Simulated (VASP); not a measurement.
Input of a VASP 6.6.1 run:

File POSCAR:

```
GaP
1.0
    3.8540855109      0.0000000000      0.0000000000
    0.0000000000      5.4505000000      0.0000000000
    0.0000000000      0.0000000000     22.7811282663
Ga P
4 4
Direct
    0.5000000000      0.5000000000      0.3731158484
    0.0000000000      0.0000000000      0.4577052828
    0.5000000000      0.4997288030      0.5460764495
    0.0000000000     -0.0645043070      0.6098361809
    0.0000000000      0.2500000000      0.3731158484
    0.5000000000      0.7500000000      0.4577052828
    0.0000000000      0.2535052818      0.5430549208
    0.5000000000      0.7255012934      0.6349558114
```

Contents of INCAR.step1:

```
PREC = Accurate
ENCUT = 520
ISMEAR = 0
SIGMA = 0.05
LREAL = False
LASPH = True
NELM = 80
LDIPOL = True
IDIPOL = 3
DIPOL = 0.5 0.5 0.499
NBANDS = 46
GGA = PE
ALGO = Normal
EDIFF = 1E-4
LWAVE = True
LCHARG = False
```

File INCAR.step2:

```
PREC = Accurate
ENCUT = 520
EDIFF = 1E-7
ISMEAR = 0
SIGMA = 0.05
LREAL = False
LASPH = True
NELM = 80
ALGO = Normal
ISIF = 2
LWAVE = False
LCHARG = False
LDIPOL = True
IDIPOL = 3
DIPOL = 0.5 0.5 0.499
METAGGA = R2SCAN
LMIXTAU = True
NBANDS = 46
ISTART = 1
```

KPOINTS

```
regular mesh
0
Gamma
  7 5 1
```

Potentials or basis: VASP PAW PBE potentials, release 64 (Ga_d, P).

The run is started by

```bash
$ cat potpaw_PBE.64/Ga_d/POTCAR potpaw_PBE.64/P/POTCAR > POTCAR
$ cp INCAR.step1 INCAR
$ mpirun -np 1 vasp_std > vasp.out
$ cp INCAR.step2 INCAR
$ mpirun -np 1 vasp_std > vasp.out
```

**Question.** Estimate the largest force.

**Answer.** 2.131 eV/Å.

**Question.** What does it give for the band gap on the k mesh?

**Answer.** 1.11 eV (least direct gap 1.28 eV).

Forces in eV/Å, atoms in the order of the input:
```
Ga   0.000 -1.386  1.618
Ga   0.000  0.375  0.060
Ga   0.000 -0.005  0.008
Ga   0.000 -0.009  0.008
P    0.000  0.494 -1.404
P    0.000  0.523 -0.272
P    0.000  0.007 -0.003
P    0.000  0.001 -0.016
```

Caveat: the PAW data sets were made with another functional, which shifts forces and pressure a little.
